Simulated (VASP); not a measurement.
# BiB (Pm-3m) in VASP: notebook

BiB is run at these levels: PBE; tasks: single point.

All numbers are computed with VASP 6.6.1; they aren't measurements. Logs are shortened: lines on timing, memory, paths and dates and some standing lists are left out, and cuts for length are marked.

## Step 1: The cell of the first run

It takes space group Pm-3m (No. 221, cubic). The conventional cell has a = 3.370 Å, b = 3.370 Å, c = 3.370 Å, α = 90.00°, β = 90.00°, γ = 90.00°. Within 3.8 Å of B (site symmetry m-3m) lie 8 Bi at 2.92 Å and 6 B at 3.37 Å. Within 3.8 Å of Bi (site symmetry m-3m) lie 8 B at 2.92 Å and 6 Bi at 3.37 Å.

## Step 2: Single point, PBE

Input file INCAR:

```
  PREC = Accurate
  ENCUT = 520
  EDIFF = 1E-6
  ISMEAR = -1
  SIGMA = 0.02
  LREAL = False
  LASPH = True
  NELM = 80
  ALGO = Normal
  ISIF = 2
  LWAVE = False
  LCHARG = False
  GGA = PE
  NBANDS = 16
```

Input file KPOINTS:

```
regular mesh
0
Gamma
  6 6 6
```

Input file POSCAR:

```
BiB
1.0
    3.3701289731      0.0000000000      0.0000000000
    0.0000000000      3.3701289731      0.0000000000
    0.0000000000      0.0000000000      3.3701289731
B Bi
1 1
Direct
    0.0000000000      0.0000000000      0.0000000000
    0.5000000000      0.5000000000      0.5000000000
```

Potentials or basis: VASP PAW PBE potentials, release 64 (B, Bi_d).

Run with:

```console
$ cat potpaw_PBE.64/B/POTCAR potpaw_PBE.64/Bi_d/POTCAR > POTCAR
$ mpirun -np 1 vasp_std > vasp.out
```

OUTCAR:

```text
PREC = Accurate
   ENCUT = 520
   EDIFF = 1E-6
   ISMEAR = -1
   LREAL = False
   LASPH = True
   NELM = 80
   ISIF = 2
   GGA = PE

 ion  position               nearest neighbor table
   1  0.000  0.000  0.000-   2 2.92   2 2.92   2 2.92   2 2.92   2 2.92   2 2.92   2 2.92   2 2.92

   2  0.500  0.500  0.500-   1 2.92   1 2.92   1 2.92   1 2.92   1 2.92   1 2.92   1 2.92   1 2.92

  LATTYP: Found a simple cubic cell.
 ALAT       =     3.3701289731

  Lattice vectors:

 A1 = (   3.3701289731,   0.0000000000,   0.0000000000)
 A2 = (   0.0000000000,   3.3701289731,   0.0000000000)
 A3 = (   0.0000000000,   0.0000000000,   3.3701289731)

Analysis of symmetry for initial positions (statically):
=====================================================================
 Subroutine PRICEL returns:
 Original cell was already a primitive cell.

 Routine SETGRP: Setting up the symmetry group for a
 simple cubic supercell.

 Subroutine GETGRP returns: Found 48 space group operations
 (whereof 48 operations were pure point group operations)
 out of a pool of 48 trial point group operations.

The static configuration has the point symmetry O_h .

Analysis of symmetry for dynamics (positions and initial velocities):
=====================================================================
 Subroutine PRICEL returns:
 Original cell was already a primitive cell.

 Routine SETGRP: Setting up the symmetry group for a
 simple cubic supercell.

 Subroutine GETGRP returns: Found 48 space group operations
 (whereof 48 operations were pure point group operations)
 out of a pool of 48 trial point group operations.

The dynamic configuration has the point symmetry O_h .

 Subroutine INISYM returns: Found 48 space group operations
 (whereof 48 operations are pure point group operations),
 and found     1 'primitive' translations

----------------------------------------------------------------------------------------

                                     Primitive cell

  volume of cell :      38.2771

  direct lattice vectors                    reciprocal lattice vectors
     3.370128973  0.000000000  0.000000000     0.296724549  0.000000000  0.000000000
     0.000000000  3.370128973  0.000000000     0.000000000  0.296724549  0.000000000
     0.000000000  0.000000000  3.370128973     0.000000000  0.000000000  0.296724549

  length of vectors
     3.370128973  3.370128973  3.370128973     0.296724549  0.296724549  0.296724549
[... 69 lines left out ...]
   ICHARG =      2    charge: 1-file 2-atom 10-const
   ISPIN  =      1    spin polarized calculation?
   LNONCOLLINEAR =      F non collinear calculations
   LSORBIT =      F    spin-orbit coupling
   LASPH  =      T    aspherical Exc in radial PAW
   ENCUT  =  520.0 eV  38.22 Ry    6.18 a.u.   6.27  6.27  6.27*2*pi/ulx,y,z
   NELM   =     80;   NELMIN=  2; NELMDL= -5     # of ELM steps
   EDIFF  = 0.1E-05   stopping-criterion for ELM
   LREAL  =      F    real-space projection
   EDIFFG = 0.1E-04   stopping-criterion for IOM
   NSW    =      0    number of steps for IOM
   IBRION =     -1    ionic relax: 0-MD 1-quasi-New 2-CG
   NFREE  =      0    steps in history (QN), initial steepest desc. (CG)
   ISIF   =      2    stress and relaxation
   ISYM   =      2    0-nonsym 1-usesym 2-fastsym
   POTIM  = 0.5000    time-step for ionic-motion
   TEBEG  =    0.0;   TEEND  =   0.0 temperature during run
   PSTRESS=    0.0 pullay stress
   NELECT =      18.0000    total number of electrons
   NUPDOWN=      -1.0000    fix difference up-down
   EMIN   =  10.00;   EMAX   =-10.00  energy-range for DOS
   EFERMI =   0.00;   METHOD = LEGACY
   ISMEAR =    -1;   SIGMA  =   0.02  broadening in eV -4-tet -1-fermi 0-gaus
   EFERMI_NEDOS =   21; number of points for ismear=-14 and -15
   IALGO  =     38    algorithm
   IMIX   =      4    mixing-type and parameters
     AMIX     =   0.40;   BMIX     =  1.00
     AMIX_MAG =   1.60;   BMIX_MAG =  1.00
  volume/ion in A,a.u.               =      19.14       129.15
  Fermi-wavevector in a.u.,A,eV,Ry     =   1.273071  2.405755 22.051080  1.620709
  Thomas-Fermi vector in A             =   2.405914
   LORBIT       =      0    0 simple, 1 ext, 2 COOP (PROOUT), +10 PAW based schemes
   GGA     = PE    functional components
[... 5 lines left out ...]
 non-spin polarized calculation
  energy-cutoff  :      520.00
  volume of cell :       38.28
 maximum number of plane-waves:      1064
 NGX is ok and might be reduce to    28
   NGX = 13   NGY = 13   NGZ = 13

 number of electron      18.0000004 magnetization

 Free energy of the ion-electron system (eV)
  ---------------------------------------------------
  ext. energy  EPLUGINS =         0.00000000
  ---------------------------------------------------
  free energy    TOTEN  =        -7.46572893 eV

  energy without entropy =       -7.46306896  energy(sigma->0) =       -7.46439894

 E-fermi :   7.4935     XC(G=0): -10.8383

 val. band max:        7.4504298035   @ k =   0.3333   0.3333   0.1667
 cond. band min:       7.5371784146   @ k =   0.1667   0.0000   0.0000
 fundamental gap:      0.0867486111
 Fermi energy:         7.4934620872

 k-point     1 :       0.0000    0.0000    0.0000
  band No.  band energies     occupation
      1     -15.3633      2.00000
      2     -15.3633      2.00000
      3     -15.1197      2.00000
      4     -15.1197      2.00000
      5     -15.1197      2.00000
      6      -6.1522      2.00000
[... 357 lines left out ...]
      3     -15.2569      2.00000
      4     -15.0408      2.00000
      5     -15.0408      2.00000
      6      -0.5659      2.00000
[... 8 lines left out ...]
     15      23.0355      0.00000
     16      23.0355      0.00000

------------------------ aborting loop because EDIFF is reached ----------------------------------------

  FORCE on cell =-STRESS in cart. coord.  units (eV):
  Direction    XX          YY          ZZ          XY          YZ          ZX
  --------------------------------------------------------------------------------------
  -------------------------------------------------------------------------------------
  Total       -0.1335803     -0.1335803     -0.1335803      0.0000000     -0.0000000     -0.0000000
  in kB       -5.5913099     -5.5913099     -5.5913099      0.0000000     -0.0000000     -0.0000000
  external PRESSURE =      -5.5913099 kB  Pullay stress =       0.0000000 kB

 VOLUME and BASIS-vectors are now :
 -----------------------------------------------------------------------------
  energy-cutoff  :      520.00
  volume of cell :       38.28
      direct lattice vectors                 reciprocal lattice vectors
     3.370128973  0.000000000  0.000000000     0.296724549  0.000000000  0.000000000
     0.000000000  3.370128973  0.000000000     0.000000000  0.296724549  0.000000000
     0.000000000  0.000000000  3.370128973     0.000000000  0.000000000  0.296724549

 POSITION                                       TOTAL-FORCE (eV/Angst)
 -----------------------------------------------------------------------------------
      0.00000      0.00000      0.00000         0.000000      0.000000      0.000000
      1.68506      1.68506      1.68506         0.000000      0.000000      0.000000
 -----------------------------------------------------------------------------------
    total drift:                                0.000000      0.000000      0.000000

  FREE ENERGIE OF THE ION-ELECTRON SYSTEM (eV)
  ---------------------------------------------------
  free  energy   TOTEN  =        -7.4657289266 eV

  energy  without entropy=       -7.4630689609  energy(sigma->0) =       -7.46439894
```

OSZICAR:

```text
N       E                     dE             d eps       ncg     rms          rms(c)
DAV:   1     0.126291924001E+03    0.12629E+03   -0.10086E+04   640   0.135E+03
DAV:   2     0.190197831470E+00   -0.12610E+03   -0.12227E+03   704   0.339E+02
DAV:   3    -0.750883563606E+01   -0.76990E+01   -0.76588E+01   808   0.787E+01
DAV:   4    -0.767500469990E+01   -0.16617E+00   -0.16613E+00   840   0.125E+01
DAV:   5    -0.768041417692E+01   -0.54095E-02   -0.54092E-02   896   0.193E+00    0.194E+00
DAV:   6    -0.746623018822E+01    0.21418E+00   -0.68890E-01   864   0.513E+00    0.568E-01
DAV:   7    -0.746679088327E+01   -0.56070E-03   -0.52776E-02   784   0.116E+00    0.336E-01
DAV:   8    -0.746583250409E+01    0.95838E-03   -0.28444E-03   808   0.602E-01    0.461E-02
DAV:   9    -0.746572633068E+01    0.10617E-03   -0.30258E-04   904   0.161E-01    0.201E-02
DAV:  10    -0.746572924814E+01   -0.29175E-05   -0.51439E-05   848   0.608E-02    0.638E-03
DAV:  11    -0.746572892664E+01    0.32150E-06   -0.97701E-06   816   0.314E-02
   1 F= -.74657289E+01 E0= -.74643989E+01  d E =-.265997E-02
```

stdout:

```text
POSCAR found type information on POSCAR B Bi
 POSCAR found :  2 types and       2 ions
 scaLAPACK will be used
 LDA part: xc-table for (Slater+PW92), standard interpolation
 POSCAR, INCAR and KPOINTS ok, starting setup
 FFT: planning ... GRIDC
 FFT: planning ... GRID_SOFT
 FFT: planning ... GRID
 WAVECAR not read
 entering main loop
```

Run time: 11 s. Hardware: 1 thread of Intel Xeon 6975P-C (Granite Rapids), shared host; peak memory 0.15 GiB.

What came out:

| Item | Value |
| --- | --- |
| Free energy | -7.4657 eV |
| Pressure | -0.6 GPa |
| Band gap on the k mesh | zero (band 9 reaches 9.81 eV, above the bottom of band 10 at 5.64 eV) |

Caveat: spin-orbit coupling is left out, which moves the levels of the heavy elements.

## Step 3: Single point, PBE, collinear spin, zero start

Input file INCAR:

```
SYSTEM = BiB
PREC = Accurate ; ENCUT = 520
EDIFF = 1E-6 ; ISMEAR = -1
SIGMA = 0.02 ; LREAL = .False.
LASPH = .True. ; NELM = 150
ALGO = Normal ; ISIF = 2
LWAVE = .False. ; LCHARG = .False.
ISPIN = 2 ; MAGMOM = 0 0
LORBIT = 11 ; GGA = PE
NBANDS = 20
```

Input file KPOINTS:

```
regular mesh
0
Gamma
  6 6 6
  0 0 0
```

POSCAR is that of step 2.

Potentials or basis: VASP PAW PBE potentials, release 64 (B, Bi_d).

Run with:

```console
$ cat potpaw_PBE.64/B/POTCAR potpaw_PBE.64/Bi_d/POTCAR > POTCAR
$ mpirun -np 1 vasp_std > vasp.out
```

OUTCAR:

```text
SYSTEM = BiB
   PREC = Accurate
   ENCUT = 520
   EDIFF = 1E-6
   ISMEAR = -1
   LREAL = .False.
   LASPH = .True.
   NELM = 150
   ISIF = 2
   ISPIN = 2
   LORBIT = 11
   GGA = PE

 ion  position               nearest neighbor table
   1  0.000  0.000  0.000-   2 2.92   2 2.92   2 2.92   2 2.92   2 2.92   2 2.92   2 2.92   2 2.92

   2  0.500  0.500  0.500-   1 2.92   1 2.92   1 2.92   1 2.92   1 2.92   1 2.92   1 2.92   1 2.92

  LATTYP: Found a simple cubic cell.
 ALAT       =     3.3701289731

  Lattice vectors:

 A1 = (   3.3701289731,   0.0000000000,   0.0000000000)
[... 1129 lines left out ...]

 VOLUME and BASIS-vectors are now :
 -----------------------------------------------------------------------------
  energy-cutoff  :      520.00
  volume of cell :       38.28
      direct lattice vectors                 reciprocal lattice vectors
     3.370128973  0.000000000  0.000000000     0.296724549  0.000000000  0.000000000
     0.000000000  3.370128973  0.000000000     0.000000000  0.296724549  0.000000000
     0.000000000  0.000000000  3.370128973     0.000000000  0.000000000  0.296724549

 POSITION                                       TOTAL-FORCE (eV/Angst)
 -----------------------------------------------------------------------------------
      0.00000      0.00000      0.00000         0.000000      0.000000      0.000000
      1.68506      1.68506      1.68506         0.000000      0.000000      0.000000
 -----------------------------------------------------------------------------------
    total drift:                                0.000000      0.000000      0.000000

  FREE ENERGIE OF THE ION-ELECTRON SYSTEM (eV)
  ---------------------------------------------------
  free  energy   TOTEN  =        -7.4657285410 eV

  energy  without entropy=       -7.4630743061  energy(sigma->0) =       -7.46440142

 total charge

# of ion       s       p       d       tot
------------------------------------------
    1        0.833   0.633   0.000   1.466
    2        1.570   1.189   9.961  12.720
--------------------------------------------------
tot          2.404   1.821   9.961  14.186

 magnetization (x)

# of ion       s       p       d       tot
------------------------------------------
    1        0.000  -0.000   0.000  -0.000
    2       -0.000   0.000  -0.000   0.000
--------------------------------------------------
tot         -0.000   0.000  -0.000   0.000
```

stdout:

```text
POSCAR found type information on POSCAR B Bi
 POSCAR found :  2 types and       2 ions
 scaLAPACK will be used
 LDA part: xc-table for (Slater+PW92), standard interpolation
 POSCAR, INCAR and KPOINTS ok, starting setup
 FFT: planning ... GRIDC
 FFT: planning ... GRID_SOFT
 FFT: planning ... GRID
 WAVECAR not read
 entering main loop
```

Wall time 22 s (1 thread of Intel Xeon 6975P-C (Granite Rapids), shared host); peak memory 0.18 GiB.

Results:

* Free energy: -7.4657 eV
* Pressure: -0.5 GPa
* Band gap on the k mesh: zero (filled and empty bands overlap)
* Net moment: 0.00 μB per cell
* Valence electrons inside the program's atomic spheres: B 1.47; Bi 12.72

Caveat: spin-orbit coupling is left out, which moves the levels of the heavy elements.
